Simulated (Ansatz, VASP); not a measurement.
# One calculation of MgO2, two programs

```
Mg O
1.0
     1.60476    0.92651    3.49398
    -1.60476    0.92651    3.49398
     0.00000   -1.85302    3.49398
Mg O
1 2
Direct
  0.00000 0.00000 0.00000
  0.42879 0.42879 0.42879
  0.57121 0.57121 0.57121
```

Alike in both runs: task single point; functional r2SCAN; k mesh 12 × 12 × 12; occupations gaussian, width 0.05 eV; no spin polarisation.

|  | VASP | Ansatz |
| --- | --- | --- |
| version | VASP 6.6.1 | Ansatz 0.2.0 |
| potentials or method | VASP PAW PBE potentials, release 64 (Mg, O), cutoff 520 eV | scalar-relativistic, plane waves, PAW |
| valence electrons in the cell | 14 | 22 |

```tsv
	VASP	Ansatz	Ansatz less VASP
gap on the k mesh at the Fermi level (eV)	2.92	2.95	+0.031
least direct gap on the mesh (eV)	2.92	2.95	+0.031
pressure (GPa)	-5.8	-5.4	+0.35
traceless stress, the component that is largest in VASP (GPa)	0.32	-1.13	-1.456
rms of the force components (eV/Å)	0.023	0.102	+0.0782
```

VASP's potentials were made for PBE, not for r2SCAN. Atom by atom the forces differ by 0.125 eV/Å (rms over components). VASP's potentials hold 14 valence electrons a cell and Ansatz's 22, so a difference there can come from the potentials and not from the codes.
